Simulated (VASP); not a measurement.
**MgO: single point with PBE**

MgO:

```xyz
2
Lattice="0.0000 2.1782 2.1782 2.1782 0.0000 2.1782 2.1782 2.1782 0.0000" Properties=species:S:1:pos:R:3 pbc="T T T"
Mg    0.0000    0.0000    0.0000
O     2.1782    2.1782    2.1782
```

```json
{
  "Program": "VASP 6.6.1",
  "Task": "single point",
  "Functional": "PBE",
  "Potentials or basis": "VASP PAW PBE potentials, release 64 (Mg, O)",
  "Cutoff": "600 eV",
  "k mesh": "8 × 8 × 8",
  "Occupations": "fermi-dirac, width 0.0005 eV",
  "Spin": "no spin polarisation",
  "Dipole correction": "no",
  "Further INCAR settings": "ALGO = Normal; EDIFF = 1e-06; NBANDS = 11"
}
```

```yaml
Pressure: -10.2 GPa
Band_gap_on_the_k_mesh: 3.80 eV, direct
```

Levels at points of the mesh, in eV from the valence-band top:
| k point | band 1 | band 2 | band 3 | band 4 | band 5 | band 6 | band 7 | band 8 |
| --- | --- | --- | --- | --- | --- | --- | --- | --- |
| (0.00, 0.00, 0.00) | -16.78 | 0.00 | 0.00 | 0.00 | 3.80 | 15.23 | 15.23 | 15.23 |
| (0.50, 0.00, 0.00) | -15.73 | -4.19 | -0.55 | -0.55 | 7.27 | 11.48 | 15.29 | 15.29 |
| (0.50, 0.50, 0.00) | -15.51 | -3.68 | -1.21 | -1.21 | 8.91 | 8.98 | 12.06 | 17.48 |

Run time: 22 s on 1 thread of Intel Xeon 8259CL, with other jobs on the host, peak memory 0.16 GiB.
